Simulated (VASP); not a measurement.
# Re (P6_3/mmc) in VASP: notebook, part 2 of 2

VASP 6.6.1. The steps go on from the part before.

## Step 4: Electric field gradients, LDA (volume scaled by 0.96)

Contents of INCAR:

```
  PREC = Accurate
  ENCUT = 520
  EDIFF = 1E-8
  ISMEAR = -1
  SIGMA = 0.05
  LREAL = False
  LASPH = True
  NELM = 100
  ALGO = Normal
  ISIF = 2
  LWAVE = False
  LCHARG = False
  LEFG = True
  NBANDS = 14
```

Contents of KPOINTS:

```
Automatic mesh
0
Gamma
  14 14 8
```

Contents of POSCAR:

```
Re
1.0
    2.5677224212      0.0000000000      0.0000000000
   -1.2838612106      2.2237128466      0.0000000000
    0.0000000000      0.0000000000      4.1057498614
Re
2
Direct
    0.3333333333      0.6666666667      0.2500000000
    0.6666666667      0.3333333333      0.7500000000
```

Potentials or basis: VASP PAW LDA potentials, release 64 (Re).

Command:

```bash
cat potpaw_LDA.64/Re/POTCAR > POTCAR
mpirun -np 1 vasp_std > vasp.out
```

OUTCAR:

```text
PREC = Accurate
   ENCUT = 520
   EDIFF = 1E-8
   ISMEAR = -1
   LREAL = False
   LASPH = True
   NELM = 100
   ISIF = 2

 ion  position               nearest neighbor table
   1  0.333  0.667  0.250-   2 2.53   2 2.53   2 2.53   2 2.53   2 2.53   2 2.53
   2  0.667  0.333  0.750-   1 2.53   1 2.53   1 2.53   1 2.53   1 2.53   1 2.53

  LATTYP: Found a hexagonal cell.
 ALAT       =     2.5677224212
 C/A-ratio  =     1.5989850879

  Lattice vectors:

 A1 = (   2.5677224212,   0.0000000000,   0.0000000000)
 A2 = (  -1.2838612106,   2.2237128466,   0.0000000000)
 A3 = (   0.0000000000,   0.0000000000,   4.1057498614)

Analysis of symmetry for initial positions (statically):
=====================================================================
 Subroutine PRICEL returns:
 Original cell was already a primitive cell.

 Routine SETGRP: Setting up the symmetry group for a
 hexagonal supercell.

 Subroutine GETGRP returns: Found 24 space group operations
 (whereof 12 operations were pure point group operations)
 out of a pool of 24 trial point group operations.

The static configuration has the point symmetry D_3d.
 The point group associated with its full space group is D_6h.

Analysis of symmetry for dynamics (positions and initial velocities):
=====================================================================
 Subroutine PRICEL returns:
 Original cell was already a primitive cell.

 Routine SETGRP: Setting up the symmetry group for a
 hexagonal supercell.

 Subroutine GETGRP returns: Found 24 space group operations
 (whereof 12 operations were pure point group operations)
 out of a pool of 24 trial point group operations.

The dynamic configuration has the point symmetry D_3d.
[... 170 lines left out ...]
     14      25.3192      0.00000
[... 377 lines left out ...]
      1       3.6546      2.00000
      2       5.7824      2.00000
      3       5.8815      2.00000
      4       7.0050      2.00000
      5       8.0343      2.00000
      6       8.5115      2.00000
      7      10.9883      1.28502
      8      14.8799      0.00000
      9      15.5839      0.00000
     10      15.9766      0.00000
     11      19.5660      0.00000
     12      19.7271      0.00000
     13      21.8355      0.00000
     14      29.0383      0.00000

 [... further k-points ...]
[... 5 lines left out ...]
  --------------------------------------------------------------------------------------
  -------------------------------------------------------------------------------------
  Total       18.9253914     18.9253914     20.0026841      0.0000000     -0.0000000      0.0000000
  in kB     1293.4099194   1293.4099194   1367.0348724      0.0000000     -0.0000000      0.0000000
  external PRESSURE =    1317.9515704 kB  Pullay stress =       0.0000000 kB

 VOLUME and BASIS-vectors are now :
 -----------------------------------------------------------------------------
  energy-cutoff  :      520.00
  volume of cell :       23.44
      direct lattice vectors                 reciprocal lattice vectors
     2.567722421  0.000000000  0.000000000     0.389450196  0.224849175  0.000000000
    -1.283861211  2.223712847  0.000000000     0.000000000  0.449698351  0.000000000
     0.000000000  0.000000000  4.105749861     0.000000000  0.000000000  0.243560868

 POSITION                                       TOTAL-FORCE (eV/Angst)
 -----------------------------------------------------------------------------------
     -0.00000      1.48248      1.02644         0.000000     -0.000000      0.000000
      1.28386      0.74124      3.07931        -0.000000      0.000000      0.000000
 -----------------------------------------------------------------------------------
    total drift:                                0.000000     -0.000000     -0.000000

  FREE ENERGIE OF THE ION-ELECTRON SYSTEM (eV)
  ---------------------------------------------------
  free  energy   TOTEN  =       -25.6980448634 eV

  energy  without entropy=      -25.6867465230  energy(sigma->0) =      -25.69239569

 Electric field gradients (V/A^2)
---------------------------------------------------------------------
 ion       V_xx      V_yy      V_zz      V_xy      V_xz      V_yz
---------------------------------------------------------------------
   1      51.848    51.848  -103.697     0.000     0.000    -0.000
   2      51.848    51.848  -103.697     0.000    -0.000     0.000
---------------------------------------------------------------------

 Electric field gradients after diagonalization (V/A^2)
 (convention: |V_zz| > |V_xx| > |V_yy|)
----------------------------------------------------------------------
 ion       V_xx      V_yy      V_zz     asymmetry (V_yy - V_xx)/ V_zz
----------------------------------------------------------------------
   1      51.848    51.848  -103.697       0.000
   2      51.848    51.848  -103.697       0.000
----------------------------------------------------------------------

           NMR quadrupolar parameters

 Cq : quadrupolar parameter    Cq=e*Q*V_zz/h
 eta: asymmetry parameters     (V_yy - V_xx)/ V_zz
 Q  : nuclear electric quadrupole moment in mb (millibarn)
----------------------------------------------------------------------
 ion       Cq(MHz)       eta       Q (mb)
----------------------------------------------------------------------
   1      -0.251       0.000       1.000
   2      -0.251       0.000       1.000
----------------------------------------------------------------------
```

OSZICAR:

```text
N       E                     dE             d eps       ncg     rms          rms(c)
DAV:   1     0.872945270422E+02    0.87295E+02   -0.64440E+03  4172   0.108E+03
DAV:   2    -0.211430773568E+02   -0.10844E+03   -0.89379E+02  5004   0.347E+02
DAV:   3    -0.268382029214E+02   -0.56951E+01   -0.51446E+01  5720   0.111E+02
DAV:   4    -0.268990697154E+02   -0.60867E-01   -0.60713E-01  4640   0.660E+00
DAV:   5    -0.268994068343E+02   -0.33712E-03   -0.33708E-03  5774   0.855E-01    0.638E+01
DAV:   6    -0.260790349322E+02    0.82037E+00   -0.26646E-01  5692   0.777E+00    0.339E+01
DAV:   7    -0.257016328199E+02    0.37740E+00   -0.33014E-01  5646   0.804E+00    0.904E-01
DAV:   8    -0.256984109594E+02    0.32219E-02   -0.37837E-03  5376   0.533E-01    0.211E-01
DAV:   9    -0.256980682063E+02    0.34275E-03   -0.96349E-04  5552   0.336E-01    0.481E-02
DAV:  10    -0.256980479779E+02    0.20228E-04   -0.17083E-05  5356   0.406E-02    0.131E-02
DAV:  11    -0.256980448831E+02    0.30948E-05   -0.11094E-06  5558   0.198E-02    0.378E-03
DAV:  12    -0.256980448624E+02    0.20738E-07   -0.47662E-08  5214   0.523E-03    0.662E-04
DAV:  13    -0.256980448634E+02   -0.10250E-08   -0.60759E-10  2700   0.505E-04
   1 F= -.25698045E+02 E0= -.25692396E+02  d E =-.112983E-01
```

stdout:

```text
POSCAR found type information on POSCAR Re
 POSCAR found :  1 types and       2 ions
 scaLAPACK will be used
 LDA part: xc-table for (Slater(with rela. corr.)+CA(PZ))
 , standard interpolation
 POSCAR, INCAR and KPOINTS ok, starting setup
 FFT: planning ... GRIDC
 FFT: planning ... GRID_SOFT
 FFT: planning ... GRID
 WAVECAR not read
 entering main loop
ion   1

ion   2
```

Run time: 29 s. Hardware: 1 thread of Intel Xeon Platinum 8259CL at 2.50GHz (Skylake/Cascade Lake), shared host; peak memory 0.15 GiB.

What came out:

* Free energy: -25.6980 eV
* Pressure: 131.8 GPa
* Band gap on the k mesh: zero (band 7 reaches 13.12 eV, above the bottom of band 8 at 8.42 eV)

Stress tensor (GPa, compression positive):
```
129.34   0.00   0.00
  0.00 129.34   0.00
  0.00   0.00 136.70
```

Electric field gradients, principal values (V/Å²):
| atom | least | middle | greatest (by size) |
| --- | --- | --- | --- |
| 1 Re | 51.848 | 51.848 | -103.697 |
| 2 Re | 51.848 | 51.848 | -103.697 |

Caveat: without QUAD_EFG the Cq values of the log hold for a quadrupole moment of 1 mb, not for the nuclei; spin-orbit coupling is left out, which moves the levels of the heavy elements.

## Step 5: The runs side by side

| cell | gap on the mesh (eV) | pressure (GPa) |
| --- | --- | --- |
| a = 2.655, b = 2.655, c = 4.162 Å, angles 90.0, 90.0, 120.0°, 2 atoms | none | 67.7 |
| a = 2.550, b = 2.550, c = 4.078 Å, angles 90.0, 90.0, 120.0°, 2 atoms | none | 151.3 |
| a = 2.568, b = 2.568, c = 4.106 Å, angles 90.0, 90.0, 120.0°, 2 atoms | none | 131.8 |

Alike in all rows: task electric field gradients; level LDA; potentials or basis VASP PAW LDA potentials, release 64 (Re); no spin polarisation; k mesh 14 × 14 × 8; cutoff (eV) 520; smearing fermi-dirac 0.05 eV.

Caveats: spin-orbit coupling is left out, which moves the levels of the heavy elements.

Absolute energies hang on the potentials; compare differences alone.
